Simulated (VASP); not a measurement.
# AlN (Fm-3m) in VASP: notebook

Runs on AlN. Level: LDA. Tasks: electric field gradients.

All numbers are computed with VASP 6.6.1; they aren't measurements. Logs are shortened: lines on timing, memory, paths and dates and some standing lists are left out, and cuts for length are marked.

### 1 The cell of the first run

The structure is cubic, space group Fm-3m (No. 225). The conventional cell has a = 3.929 Å, b = 3.929 Å, c = 3.929 Å, α = 90.00°, β = 90.00°, γ = 90.00°. Within 2.6 Å of Al (site symmetry m-3m) lie 6 N at 1.96 Å. Within 2.6 Å of N (site symmetry m-3m) lie 6 Al at 1.96 Å.

### 2 Electric field gradients, LDA (volume scaled by 0.98)

Input file INCAR:

```
SYSTEM = AlN
ALGO = Normal ; EDIFF = 1E-8
ENCUT = 520 ; ISIF = 2
ISMEAR = -1 ; LASPH = .TRUE.
LCHARG = .FALSE. ; LEFG = .TRUE.
LREAL = .FALSE. ; LWAVE = .FALSE.
NBANDS = 11 ; NELM = 80
PREC = Accurate ; SIGMA = 0.01
```

Input file KPOINTS:

```
k-points
0
G
  12 12 12
  0 0 0
```

Input file POSCAR:

```
AlN
1.0
    0.0000000000      1.9647244322      1.9647244322
    1.9647244322      0.0000000000      1.9647244322
    1.9647244322      1.9647244322      0.0000000000
Al N
1 1
Direct
    0.0000000000      0.0000000000      0.0000000000
    0.5000000000      0.5000000000      0.5000000000
```

Potentials or basis: VASP PAW LDA potentials, release 64 (Al, N).

Started as:

```console
$ cat potpaw_LDA.64/Al/POTCAR potpaw_LDA.64/N/POTCAR > POTCAR
$ mpirun -np 1 vasp_std > vasp.out
```

OUTCAR:

```text
SYSTEM = AlN
   EDIFF = 1E-8
   ENCUT = 520
   ISIF = 2
   ISMEAR = -1
   LASPH = .TRUE.
   LREAL = .FALSE.
   NELM = 80
   PREC = Accurate

 ion  position               nearest neighbor table
   1  0.000  0.000  0.000-   2 1.96   2 1.96   2 1.96   2 1.96   2 1.96   2 1.96
   2  0.500  0.500  0.500-   1 1.96   1 1.96   1 1.96   1 1.96   1 1.96   1 1.96

  LATTYP: Found a face centered cubic cell.
 ALAT       =     3.9294488644

  Lattice vectors:

 A1 = (   0.0000000000,   1.9647244322,   1.9647244322)
 A2 = (   1.9647244322,   0.0000000000,   1.9647244322)
 A3 = (   1.9647244322,   1.9647244322,   0.0000000000)

Analysis of symmetry for initial positions (statically):
=====================================================================
 Subroutine PRICEL returns:
 Original cell was already a primitive cell.

 Routine SETGRP: Setting up the symmetry group for a
 face centered cubic supercell.

 Subroutine GETGRP returns: Found 48 space group operations
 (whereof 48 operations were pure point group operations)
 out of a pool of 48 trial point group operations.

The static configuration has the point symmetry O_h .

Analysis of symmetry for dynamics (positions and initial velocities):
=====================================================================
 Subroutine PRICEL returns:
 Original cell was already a primitive cell.

 Routine SETGRP: Setting up the symmetry group for a
 face centered cubic supercell.

 Subroutine GETGRP returns: Found 48 space group operations
 (whereof 48 operations were pure point group operations)
 out of a pool of 48 trial point group operations.

The dynamic configuration has the point symmetry O_h .

 Subroutine INISYM returns: Found 48 space group operations
 (whereof 48 operations are pure point group operations),
 and found     1 'primitive' translations

----------------------------------------------------------------------------------------

                                     Primitive cell

  volume of cell :      15.1682

  direct lattice vectors                    reciprocal lattice vectors
     0.000000000  1.964724432  1.964724432    -0.254488615  0.254488615  0.254488615
     1.964724432  0.000000000  1.964724432     0.254488615 -0.254488615  0.254488615
     1.964724432  1.964724432  0.000000000     0.254488615  0.254488615 -0.254488615

  length of vectors
     2.778539938  2.778539938  2.778539938     0.440787211  0.440787211  0.440787211
[... 125 lines left out ...]
  free energy    TOTEN  =       -16.17027438 eV

  energy without entropy =      -16.17027438  energy(sigma->0) =      -16.17027438

 E-fermi :  11.1397     XC(G=0): -12.9805

 val. band max:       10.8667386675   @ k =   0.0000   0.0000   0.0000
 cond. band min:      15.8925952580   @ k =   0.5000   0.5000   0.0000
 fundamental gap:      5.0258565905
 Fermi energy:        11.1397239298

 k-point     1 :       0.0000    0.0000    0.0000
  band No.  band energies     occupation
      1      -7.3486      2.00000
      2      10.8667      2.00000
      3      10.8667      2.00000
      4      10.8667      2.00000
      5      17.9330      0.00000
      6      23.1500      0.00000
      7      23.1500      0.00000
      8      23.1500      0.00000
      9      28.6146      0.00000
     10      29.1284      0.00000
     11      29.1284      0.00000
[... 309 lines left out ...]
 k-point    24 :      -0.4167    0.1667    0.0000
  band No.  band energies     occupation
      1      -3.3572      2.00000
      2       2.5931      2.00000
      3       7.5486      2.00000
      4       9.2614      2.00000
      5      18.8933      0.00000
      6      20.9423      0.00000
      7      23.5463      0.00000
      8      24.4670      0.00000
      9      30.0221      0.00000
     10      31.3581      0.00000
     11      31.8569      0.00000

 [... further k-points ...]
[... 5 lines left out ...]
  --------------------------------------------------------------------------------------
  -------------------------------------------------------------------------------------
  Total        1.9064941      1.9064941      1.9064941      0.0000000      0.0000000      0.0000000
  in kB      201.3775804    201.3775804    201.3775804      0.0000000      0.0000000      0.0000000
  external PRESSURE =     201.3775804 kB  Pullay stress =       0.0000000 kB

 VOLUME and BASIS-vectors are now :
 -----------------------------------------------------------------------------
  energy-cutoff  :      520.00
  volume of cell :       15.17
      direct lattice vectors                 reciprocal lattice vectors
     0.000000000  1.964724432  1.964724432    -0.254488615  0.254488615  0.254488615
     1.964724432  0.000000000  1.964724432     0.254488615 -0.254488615  0.254488615
     1.964724432  1.964724432  0.000000000     0.254488615  0.254488615 -0.254488615

 POSITION                                       TOTAL-FORCE (eV/Angst)
 -----------------------------------------------------------------------------------
      0.00000      0.00000      0.00000        -0.000000      0.000000     -0.000000
      1.96472      1.96472      1.96472         0.000000     -0.000000      0.000000
 -----------------------------------------------------------------------------------
    total drift:                               -0.000000     -0.000000      0.000000

  FREE ENERGIE OF THE ION-ELECTRON SYSTEM (eV)
  ---------------------------------------------------
  free  energy   TOTEN  =       -16.1702743775 eV

  energy  without entropy=      -16.1702743775  energy(sigma->0) =      -16.17027438

 Electric field gradients (V/A^2)
---------------------------------------------------------------------
 ion       V_xx      V_yy      V_zz      V_xy      V_xz      V_yz
---------------------------------------------------------------------
   1       0.000     0.000     0.000     0.000     0.000     0.000
   2      -0.000    -0.000     0.000     0.000     0.000     0.000
---------------------------------------------------------------------

 Electric field gradients after diagonalization (V/A^2)
 (convention: |V_zz| > |V_xx| > |V_yy|)
----------------------------------------------------------------------
 ion       V_xx      V_yy      V_zz     asymmetry (V_yy - V_xx)/ V_zz
----------------------------------------------------------------------
   1      -0.000    -0.000     0.000       0.000
   2      -0.000    -0.000     0.000       0.000
----------------------------------------------------------------------

           NMR quadrupolar parameters

 Cq : quadrupolar parameter    Cq=e*Q*V_zz/h
 eta: asymmetry parameters     (V_yy - V_xx)/ V_zz
 Q  : nuclear electric quadrupole moment in mb (millibarn)
----------------------------------------------------------------------
 ion       Cq(MHz)       eta       Q (mb)
----------------------------------------------------------------------
   1       0.000       0.000       1.000
   2       0.000       0.000       1.000
----------------------------------------------------------------------
```

Run time: 5.9 s. Hardware: 1 thread of Intel Xeon Platinum 8488C (Sapphire Rapids), shared host; peak memory 0.13 GiB.

Results:

```
Free energy            : -16.1703 eV
Pressure               : 20.1 GPa
Band gap on the k mesh : 5.03 eV, indirect (least direct gap 7.07 eV)
```

Levels at points of the mesh, in eV from the valence-band top:
```tsv
k point	band 2	band 3	band 4	band 5	band 6	band 7
(0.00, 0.00, 0.00)	0.00	0.00	0.00	7.07	12.28	12.28
(0.50, 0.00, 0.00)	-8.91	-1.25	-1.25	6.68	11.51	11.51
(0.50, 0.50, 0.00)	-8.01	-3.04	-3.04	5.03	5.31	14.96
```

Caveat: without QUAD_EFG the Cq values of the log hold for a quadrupole moment of 1 mb, not for the nuclei. A k mesh can miss the band edges.

### 3 Electric field gradients, LDA (volume scaled by 0.98)

Input file INCAR:

```
ALGO = Normal
EDIFF = 1E-8
ENCUT = 520
GGA = CA
ISIF = 2
ISMEAR = -1
LASPH = T
LCHARG = F
LEFG = T
LREAL = F
LWAVE = F
NBANDS = 11
NELM = 60
PREC = Accurate
SIGMA = 0.01
```

Input file KPOINTS:

```
k-points
0
Gamma
  12 12 12
```

POSCAR is that of step 2.

Potentials or basis: VASP PAW LDA potentials, release 64 (Al, N).

Started as:

```console
$ cat potpaw_LDA.64/Al/POTCAR potpaw_LDA.64/N/POTCAR > POTCAR
$ mpirun -np 1 vasp_std > vasp.out
```

OUTCAR:

```text
EDIFF = 1E-8
   ENCUT = 520
   GGA = CA
   ISIF = 2
   ISMEAR = -1
   LASPH = T
   LREAL = F
   NELM = 60
   PREC = Accurate

 ion  position               nearest neighbor table
   1  0.000  0.000  0.000-   2 1.96   2 1.96   2 1.96   2 1.96   2 1.96   2 1.96
   2  0.500  0.500  0.500-   1 1.96   1 1.96   1 1.96   1 1.96   1 1.96   1 1.96

  LATTYP: Found a face centered cubic cell.
 ALAT       =     3.9294488644

  Lattice vectors:

 A1 = (   0.0000000000,   1.9647244322,   1.9647244322)
 A2 = (   1.9647244322,   0.0000000000,   1.9647244322)
 A3 = (   1.9647244322,   1.9647244322,   0.0000000000)

Analysis of symmetry for initial positions (statically):
=====================================================================
 Subroutine PRICEL returns:
 Original cell was already a primitive cell.

 Routine SETGRP: Setting up the symmetry group for a
 face centered cubic supercell.

 Subroutine GETGRP returns: Found 48 space group operations
[... 523 lines left out ...]
  volume of cell :       15.17
      direct lattice vectors                 reciprocal lattice vectors
     0.000000000  1.964724432  1.964724432    -0.254488615  0.254488615  0.254488615
     1.964724432  0.000000000  1.964724432     0.254488615 -0.254488615  0.254488615
     1.964724432  1.964724432  0.000000000     0.254488615  0.254488615 -0.254488615

 POSITION                                       TOTAL-FORCE (eV/Angst)
 -----------------------------------------------------------------------------------
      0.00000      0.00000      0.00000        -0.000000      0.000000     -0.000000
      1.96472      1.96472      1.96472         0.000000     -0.000000      0.000000
 -----------------------------------------------------------------------------------
    total drift:                               -0.000000     -0.000000      0.000000

  FREE ENERGIE OF THE ION-ELECTRON SYSTEM (eV)
  ---------------------------------------------------
  free  energy   TOTEN  =       -16.1702743775 eV

  energy  without entropy=      -16.1702743775  energy(sigma->0) =      -16.17027438

 Electric field gradients (V/A^2)
---------------------------------------------------------------------
 ion       V_xx      V_yy      V_zz      V_xy      V_xz      V_yz
---------------------------------------------------------------------
   1       0.000     0.000     0.000     0.000     0.000     0.000
   2      -0.000    -0.000     0.000     0.000     0.000     0.000
---------------------------------------------------------------------

 Electric field gradients after diagonalization (V/A^2)
 (convention: |V_zz| > |V_xx| > |V_yy|)
----------------------------------------------------------------------
 ion       V_xx      V_yy      V_zz     asymmetry (V_yy - V_xx)/ V_zz
----------------------------------------------------------------------
   1      -0.000    -0.000     0.000       0.000
   2      -0.000    -0.000     0.000       0.000
----------------------------------------------------------------------

           NMR quadrupolar parameters

 Cq : quadrupolar parameter    Cq=e*Q*V_zz/h
 eta: asymmetry parameters     (V_yy - V_xx)/ V_zz
 Q  : nuclear electric quadrupole moment in mb (millibarn)
----------------------------------------------------------------------
 ion       Cq(MHz)       eta       Q (mb)
----------------------------------------------------------------------
   1       0.000       0.000       1.000
   2       0.000       0.000       1.000
----------------------------------------------------------------------
```

OSZICAR:

```text
N       E                     dE             d eps       ncg     rms          rms(c)
DAV:   1     0.736830289883E+01    0.73683E+01   -0.41474E+03  1688   0.629E+02
DAV:   2    -0.176333069089E+02   -0.25002E+02   -0.23861E+02  1904   0.133E+02
DAV:   3    -0.181514051525E+02   -0.51810E+00   -0.51696E+00  1898   0.159E+01
DAV:   4    -0.181528572905E+02   -0.14521E-02   -0.14520E-02  1755   0.102E+00
DAV:   5    -0.181528648606E+02   -0.75701E-05   -0.75701E-05  1869   0.680E-02    0.808E+00
DAV:   6    -0.162363388585E+02    0.19165E+01   -0.79238E+00  1668   0.151E+01    0.296E+00
DAV:   7    -0.161892154714E+02    0.47123E-01   -0.16144E-01  1806   0.271E+00    0.182E+00
DAV:   8    -0.161703737568E+02    0.18842E-01   -0.12148E-02  1656   0.103E+00    0.267E-01
DAV:   9    -0.161702743316E+02    0.99425E-04   -0.50786E-04  1809   0.131E-01    0.156E-01
DAV:  10    -0.161702746872E+02   -0.35554E-06   -0.18106E-05  1746   0.308E-02    0.228E-02
DAV:  11    -0.161702743849E+02    0.30232E-06   -0.51448E-07  1794   0.510E-03    0.452E-03
DAV:  12    -0.161702743775E+02    0.73921E-08   -0.37729E-08  1728   0.141E-03
   1 F= -.16170274E+02 E0= -.16170274E+02  d E =-.137016E-14
```

It took 5.9 s on 1 thread of Intel Xeon Platinum 8488C (Sapphire Rapids), shared host; peak memory 0.13 GiB.

Results:

| Quantity | Value |
| --- | --- |
| Free energy | -16.1703 eV |
| Pressure | 20.1 GPa |
| Band gap on the k mesh | 5.03 eV, indirect (least direct gap 7.07 eV) |

Levels at points of the mesh, in eV from the valence-band top:
| k point | band 2 | band 3 | band 4 | band 5 | band 6 | band 7 |
| --- | --- | --- | --- | --- | --- | --- |
| (0.00, 0.00, 0.00) | 0.00 | 0.00 | 0.00 | 7.07 | 12.28 | 12.28 |
| (0.50, 0.00, 0.00) | -8.91 | -1.25 | -1.25 | 6.68 | 11.51 | 11.51 |
| (0.50, 0.50, 0.00) | -8.01 | -3.04 | -3.04 | 5.03 | 5.31 | 14.96 |

Caveat: without QUAD_EFG the Cq values of the log hold for a quadrupole moment of 1 mb, not for the nuclei. A k mesh can miss the band edges.

(Continued in part 2 of 2.)
